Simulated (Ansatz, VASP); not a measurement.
One calculation of HfN, two programs

```
CELL_PARAMETERS angstrom
0.00000 2.14605 2.31548
2.14605 0.00000 2.31548
2.14605 2.14605 0.00000
ATOMIC_POSITIONS crystal
Hf 0.00000 0.00000 0.00000
N 0.50000 0.50000 0.50000
```

Change from the starting cell: strain -0.050 along x and y, +0.025 along z, atoms carried along.

Alike in both runs: task single point; functional PBEsol; k mesh 18 × 18 × 18; occupations gaussian, width 0.15 eV; no spin polarisation.

```csv
,VASP,Ansatz
version,VASP 6.6.1,Ansatz 0.2.0
potentials or method,"VASP PAW PBE potentials, release 64 (Hf_pv, N), cutoff 520 eV","scalar-relativistic, plane waves, PAW"
valence electrons in the cell,15,31
```

```tsv
	VASP	Ansatz	Ansatz less VASP
gap on the k mesh at the Fermi level (eV)	none	none	-
pressure (GPa)	24.2	26.3	+2.09
traceless stress, the component that is largest in VASP (GPa)	-32.45	-32.50	-0.047
```

VASP's potentials were made for PBE, not for PBEsol. A gap of «none» marks a metal or a gap that the smearing closes. The functional is the same, so the differences come from potentials, cutoffs and numerics. VASP's potentials hold 15 valence electrons a cell and Ansatz's 31, so a difference there can come from the potentials and not from the codes.

Neither program's run includes spin-orbit coupling.
